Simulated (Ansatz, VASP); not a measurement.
**SbPb in VASP and in Ansatz**

```
Sb Pb
1.0
     0.00000    2.98966    3.07068
     2.98966    0.00000    3.07068
     2.98966    2.98966    0.00000
Sb Pb
1 1
Cartesian
  2.9897 2.9897 3.0707
  0.0000 0.0000 0.0000
```

Alike in both runs: task single point; functional LDA; k mesh 14 × 14 × 14; occupations gaussian, width 0.15 eV; no spin polarisation.

|  | VASP | Ansatz |
| --- | --- | --- |
| version | VASP 6.6.1 | Ansatz 0.2.0 |
| potentials or method | VASP PAW LDA potentials, release 64 (Sb, Pb_d), cutoff 520 eV | scalar-relativistic, plane waves, PAW |
| valence electrons in the cell | 19 | 29 |

|  | VASP | Ansatz | Ansatz less VASP |
| --- | --- | --- | --- |
| gap on the k mesh at the Fermi level (eV) | none | none | - |
| pressure (GPa) | 5.8 | 5.6 | -0.15 |
| traceless stress, the component that is largest in VASP (GPa) | -2.65 | -2.63 | +0.020 |

LDA's correlation is that of Perdew and Zunger in VASP and of Perdew and Wang (1992) in Ansatz. A gap of «none» marks a metal or a gap that the smearing closes. VASP's potentials hold 19 valence electrons a cell and Ansatz's 29, so a difference there can come from the potentials and not from the codes.

Spin-orbit coupling is off throughout.
